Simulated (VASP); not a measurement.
# NaIn2 (Fd-3m) in VASP: notebook

NaIn2 is run at these levels: PBE; tasks: single point, relaxation of cell and atoms.

Program: VASP 6.6.1. These are calculated values, not measurements. Logs are shortened: lines on timing, memory, paths and dates and some standing lists are left out, and cuts for length are marked.

## 1. The cell of the first run

It takes space group Fd-3m (No. 227, cubic). Conventional cell: a = 8.859 Å, b = 8.859 Å, c = 8.859 Å, α = 90.00°, β = 90.00°, γ = 90.00°. Na (site symmetry -43m) has 12 In at 3.67 Å and 4 Na at 3.84 Å within 4.8 Å. Within 4.1 Å of In (site symmetry -3m) lie 6 In at 3.13 Å and 6 Na at 3.67 Å.

## 2. Single point, PBE

File INCAR:

```
  PREC = Accurate
  ENCUT = 520
  EDIFF = 1E-6
  ISMEAR = 0
  SIGMA = 0.1
  LREAL = False
  LASPH = True
  NELM = 60
  ALGO = Fast
  ISIF = 2
  LWAVE = False
  LCHARG = False
  GGA = PE
  NBANDS = 42
```

File KPOINTS:

```
regular mesh
0
Gamma
  8 8 8
```

File POSCAR:

```
NaIn2
1.0
    0.0000000000      4.4293117039      4.4293117039
    4.4293117039      0.0000000000      4.4293117039
    4.4293117039      4.4293117039      0.0000000000
Na In
2 4
Direct
    0.0000000000      0.0000000000      0.0000000000
    0.2500000000      0.2500000000      0.2500000000
    0.6250000000      0.6250000000      0.6250000000
    0.1250000000      0.6250000000      0.6250000000
    0.6250000000      0.6250000000      0.1250000000
    0.6250000000      0.1250000000      0.6250000000
```

Potentials or basis: VASP PAW PBE potentials, release 64 (Na_pv, In_d).

Command:

```
$ cat potpaw_PBE.64/Na_pv/POTCAR potpaw_PBE.64/In_d/POTCAR > POTCAR
$ mpirun -np 1 vasp_std > vasp.out
```

OUTCAR:

```text
PREC = Accurate
   ENCUT = 520
   EDIFF = 1E-6
   ISMEAR = 0
   LREAL = False
   LASPH = True
   NELM = 60
   ISIF = 2
   GGA = PE

 ion  position               nearest neighbor table
   1  0.000  0.000  0.000-
   2  0.250  0.250  0.250-
   3  0.625  0.625  0.625-   4 3.13   5 3.13   6 3.13   5 3.13   6 3.13   4 3.13
   4  0.125  0.625  0.625-   3 3.13   5 3.13   6 3.13   3 3.13   5 3.13   6 3.13
   5  0.625  0.625  0.125-   3 3.13   3 3.13   4 3.13   6 3.13   6 3.13   4 3.13
   6  0.625  0.125  0.625-   3 3.13   5 3.13   3 3.13   4 3.13   5 3.13   4 3.13

  LATTYP: Found a face centered cubic cell.
 ALAT       =     8.8586234078

  Lattice vectors:

 A1 = (   0.0000000000,   4.4293117039,   4.4293117039)
 A2 = (   4.4293117039,   0.0000000000,   4.4293117039)
 A3 = (   4.4293117039,   4.4293117039,   0.0000000000)

Analysis of symmetry for initial positions (statically):
=====================================================================
 Subroutine PRICEL returns:
 Original cell was already a primitive cell.

 Routine SETGRP: Setting up the symmetry group for a
 face centered cubic supercell.

 Subroutine GETGRP returns: Found 48 space group operations
 (whereof 24 operations were pure point group operations)
 out of a pool of 48 trial point group operations.

The static configuration has the point symmetry T_d .
 The point group associated with its full space group is O_h .

Analysis of symmetry for dynamics (positions and initial velocities):
=====================================================================
 Subroutine PRICEL returns:
 Original cell was already a primitive cell.

 Routine SETGRP: Setting up the symmetry group for a
 face centered cubic supercell.

 Subroutine GETGRP returns: Found 48 space group operations
 (whereof 24 operations were pure point group operations)
 out of a pool of 48 trial point group operations.

The dynamic configuration has the point symmetry T_d .
 The point group associated with its full space group is O_h .

 Subroutine INISYM returns: Found 48 space group operations
 (whereof 24 operations are pure point group operations),
 and found     1 'primitive' translations

----------------------------------------------------------------------------------------

                                     Primitive cell

  volume of cell :     173.7956

  direct lattice vectors                    reciprocal lattice vectors
     0.000000000  4.429311704  4.429311704    -0.112884356  0.112884356  0.112884356
     4.429311704  0.000000000  4.429311704     0.112884356 -0.112884356  0.112884356
     4.429311704  4.429311704  0.000000000     0.112884356  0.112884356 -0.112884356

  length of vectors
     6.263992684  6.263992684  6.263992684     0.195521440  0.195521440  0.195521440

  position of ions in fractional coordinates (direct lattice)
     0.000000000  0.000000000  0.000000000
     0.250000000  0.250000000  0.250000000
     0.625000000  0.625000000  0.625000000
     0.125000000  0.625000000  0.625000000
     0.625000000  0.625000000  0.125000000
     0.625000000  0.125000000  0.625000000

  ion indices of the primitive-cell ions
   primitive index   ion index
                 1           1
                 2           2
                 3           3
                 4           4
                 5           5
                 6           6

----------------------------------------------------------------------------------------

 KPOINTS: regular mesh

Automatic generation of k-mesh.
 Grid dimensions read from file:
 generate k-points for:    8    8    8

 Generating k-lattice:

  Cartesian coordinates                     Fractional coordinates (reciprocal lattice)
    -0.014110545  0.014110545  0.014110545     0.125000000  0.000000000  0.000000000
     0.014110545 -0.014110545  0.014110545     0.000000000  0.125000000  0.000000000
     0.014110545  0.014110545 -0.014110545     0.000000000  0.000000000  0.125000000

  Length of vectors
     0.024440180  0.024440180  0.024440180

  Shift w.r.t. Gamma in fractional coordinates (k-lattice)
     0.000000000  0.000000000  0.000000000

 Subroutine IBZKPT returns following result:
 ===========================================

 Found     29 irreducible k-points:

 Following reciprocal coordinates:
            Coordinates               Weight
  0.000000  0.000000  0.000000      1.000000
  0.125000  0.000000  0.000000      8.000000
  0.250000  0.000000  0.000000      8.000000
  0.375000  0.000000  0.000000      8.000000
  0.500000  0.000000  0.000000      4.000000
  0.125000  0.125000  0.000000      6.000000
[... 16 lines left out ...]
  0.500000  0.250000  0.125000     48.000000
 -0.375000  0.250000  0.125000     24.000000
 [... further k-points ...]
   k-points           NKPTS =     29   k-points in BZ     NKDIM =     29   number of bands    NBANDS=     42
   number of dos      NEDOS =    301   number of ions     NIONS =      6
   total plane-waves  NPLWV = 110592
   dimension x,y,z NGX =    48 NGY =   48 NGZ =   48
   dimension x,y,z NGXF=    96 NGYF=   96 NGZF=   96
   ions per type =               2   4
   NGX,Y,Z   is equivalent  to a cutoff of  12.74, 12.74, 12.74 a.u.
   NGXF,Y,Z  is equivalent  to a cutoff of  25.48, 25.48, 25.48 a.u.
 SYSTEM =  unknown system
   PREC   = accura    normal or accurate (medium, high low for compatibility)
   ISTART =      0    job   : 0-new  1-cont  2-samecut
   ICHARG =      2    charge: 1-file 2-atom 10-const
   ISPIN  =      1    spin polarized calculation?
   LNONCOLLINEAR =      F non collinear calculations
   LSORBIT =      F    spin-orbit coupling
   LASPH  =      T    aspherical Exc in radial PAW
   ENCUT  =  520.0 eV  38.22 Ry    6.18 a.u.  11.65 11.65 11.65*2*pi/ulx,y,z
   NELM   =     60;   NELMIN=  2; NELMDL= -5     # of ELM steps
   EDIFF  = 0.1E-05   stopping-criterion for ELM
   LREAL  =      F    real-space projection
   EDIFFG = 0.1E-04   stopping-criterion for IOM
   NSW    =      0    number of steps for IOM
   IBRION =     -1    ionic relax: 0-MD 1-quasi-New 2-CG
   NFREE  =      0    steps in history (QN), initial steepest desc. (CG)
   ISIF   =      2    stress and relaxation
   ISYM   =      2    0-nonsym 1-usesym 2-fastsym
   POTIM  = 0.5000    time-step for ionic-motion
   TEBEG  =    0.0;   TEEND  =   0.0 temperature during run
   PSTRESS=    0.0 pullay stress
   NELECT =      66.0000    total number of electrons
   NUPDOWN=      -1.0000    fix difference up-down
   EMIN   =  10.00;   EMAX   =-10.00  energy-range for DOS
   EFERMI =   0.00;   METHOD = LEGACY
   ISMEAR =     0;   SIGMA  =   0.10  broadening in eV -4-tet -1-fermi 0-gaus
   EFERMI_NEDOS =   21; number of points for ismear=-14 and -15
   IALGO  =     68    algorithm
   IMIX   =      4    mixing-type and parameters
     AMIX     =   0.40;   BMIX     =  1.00
     AMIX_MAG =   1.60;   BMIX_MAG =  1.00
  volume/ion in A,a.u.               =      28.97       195.47
  Fermi-wavevector in a.u.,A,eV,Ry     =   1.185523  2.240313 19.122502  1.405464
  Thomas-Fermi vector in A             =   2.321715
   LORBIT       =      0    0 simple, 1 ext, 2 COOP (PROOUT), +10 PAW based schemes
   GGA     = PE    functional components
   LHFCALC =     F    Hartree Fock is set to
   AEXX    =    0.0000 exact exchange contribution
   IVDW    =     0    specifies the selected vdW correction
   LEPSILON=     F    determine dielectric tensor
   LRPA    =     F    only Hartree local field effects (RPA)
 non-spin polarized calculation
 RMM-DIIS sequential band-by-band and
 Gauss-broadening in eV      SIGMA  =   0.10
  energy-cutoff  :      520.00
  volume of cell :      173.80
 maximum number of plane-waves:      4720
   NGX = 23   NGY = 23   NGZ = 23

 number of electron      66.0000052 magnetization

 Free energy of the ion-electron system (eV)
  ---------------------------------------------------
  ext. energy  EPLUGINS =         0.00000000
  ---------------------------------------------------
  free energy    TOTEN  =       -13.39310359 eV

  energy without entropy =      -13.37079202  energy(sigma->0) =      -13.38194780

 E-fermi :   4.5326     XC(G=0):  -8.8301

 val. band max:        4.5041502008   @ k =  -0.2500   0.2500   0.0000
 cond. band min:       4.5380054775   @ k =   0.3750   0.2500   0.0000
 fundamental gap:      0.0338552767
 Fermi energy:         4.5326493115

 k-point     1 :       0.0000    0.0000    0.0000
  band No.  band energies     occupation
      1     -20.0983      2.00000
      2     -20.0983      2.00000
      3     -20.0983      2.00000
      4     -20.0908      2.00000
      5     -20.0908      2.00000
      6     -20.0908      2.00000
[... 34 lines left out ...]
     41       9.1963      0.00000
     42      12.0034      0.00000

 k-point     2 :       0.1250    0.0000    0.0000
  band No.  band energies     occupation
      1     -20.0985      2.00000
      2     -20.0985      2.00000
      3     -20.0983      2.00000
      4     -20.0909      2.00000
      5     -20.0907      2.00000
      6     -20.0907      2.00000
[... 34 lines left out ...]
     41       9.6870      0.00000
     42      11.1642      0.00000

 k-point     3 :       0.2500    0.0000    0.0000
  band No.  band energies     occupation
      1     -20.0987      2.00000
      2     -20.0987      2.00000
      3     -20.0982      2.00000
      4     -20.0910      2.00000
      5     -20.0904      2.00000
      6     -20.0904      2.00000
[... 34 lines left out ...]
     41       9.5948      0.00000
     42       9.9375      0.00000

 k-point     4 :       0.3750    0.0000    0.0000
  band No.  band energies     occupation
      1     -20.0990      2.00000
      2     -20.0990      2.00000
      3     -20.0981      2.00000
      4     -20.0912      2.00000
      5     -20.0902      2.00000
      6     -20.0902      2.00000
[... 844 lines left out ...]
     41       9.5811      0.00000
     42       9.8984      0.00000

 k-point    23 :       0.5000    0.2500    0.1250
  band No.  band energies     occupation
      1     -20.0997      2.00000
      2     -20.0993      2.00000
      3     -20.0968      2.00000
      4     -20.0924      2.00000
      5     -20.0899      2.00000
      6     -20.0895      2.00000
[... 34 lines left out ...]
     41       9.7139      0.00000
     42      10.0730      0.00000

 k-point    24 :      -0.3750    0.2500    0.1250
  band No.  band energies     occupation
      1     -20.0998      2.00000
      2     -20.0994      2.00000
      3     -20.0966      2.00000
      4     -20.0926      2.00000
      5     -20.0898      2.00000
      6     -20.0894      2.00000
[... 34 lines left out ...]
     41       9.8737      0.00000
     42      10.0885      0.00000

 [... further k-points ...]

------------------------ aborting loop because EDIFF is reached ----------------------------------------

  FORCE on cell =-STRESS in cart. coord.  units (eV):
  Direction    XX          YY          ZZ          XY          YZ          ZX
  --------------------------------------------------------------------------------------
  -------------------------------------------------------------------------------------
  Total       -0.0190126     -0.0190126     -0.0190126      0.0000000      0.0000000      0.0000000
  in kB       -0.1752727     -0.1752727     -0.1752727      0.0000000      0.0000000      0.0000000
  external PRESSURE =      -0.1752727 kB  Pullay stress =       0.0000000 kB

 VOLUME and BASIS-vectors are now :
 -----------------------------------------------------------------------------
  energy-cutoff  :      520.00
  volume of cell :      173.80
      direct lattice vectors                 reciprocal lattice vectors
     0.000000000  4.429311704  4.429311704    -0.112884356  0.112884356  0.112884356
     4.429311704  0.000000000  4.429311704     0.112884356 -0.112884356  0.112884356
     4.429311704  4.429311704  0.000000000     0.112884356  0.112884356 -0.112884356

 POSITION                                       TOTAL-FORCE (eV/Angst)
 -----------------------------------------------------------------------------------
      0.00000      0.00000      0.00000         0.000000     -0.000000     -0.000000
      2.21466      2.21466      2.21466        -0.000000      0.000000      0.000000
      5.53664      5.53664      5.53664         0.000000      0.000000     -0.000000
      5.53664      3.32198      3.32198         0.000000      0.000000     -0.000000
      3.32198      3.32198      5.53664         0.000000      0.000000     -0.000000
      3.32198      5.53664      3.32198         0.000000      0.000000     -0.000000
 -----------------------------------------------------------------------------------
    total drift:                                0.000000      0.000000      0.000000

  FREE ENERGIE OF THE ION-ELECTRON SYSTEM (eV)
  ---------------------------------------------------
  free  energy   TOTEN  =       -13.3931035905 eV

  energy  without entropy=      -13.3707920190  energy(sigma->0) =      -13.38194780
```

Run time: 6.5 min. Hardware: 1 thread of Intel Xeon 8259CL, shared host; peak memory 0.41 GiB.

What came out:

| Quantity | Value |
| --- | --- |
| Free energy | -13.3931 eV |
| Pressure | 0.0 GPa |
| Band gap on the k mesh | zero (bands 33 and 34 overlap by 3.92 eV) |

Levels at points of the mesh, in eV from the Fermi level:
```tsv
k point	band 30	band 31	band 32	band 33	band 34	band 35	band 36	band 37
(0.00, 0.00, 0.00)	-2.68	-2.68	-1.42	-1.42	-1.42	0.26	0.26	1.10
(0.50, 0.00, 0.00)	-3.28	-2.59	-1.01	-1.01	1.76	2.21	2.21	2.36
(0.50, 0.50, 0.00)	-3.97	-2.05	-2.05	2.50	2.50	2.55	2.55	2.58
```

Caveat: spin-orbit coupling is left out, which moves the levels of the heavy elements.

(Continued in part 2 of 2.)

The gap in the log of VASP goes by the Fermi energy; the results here count the filled bands.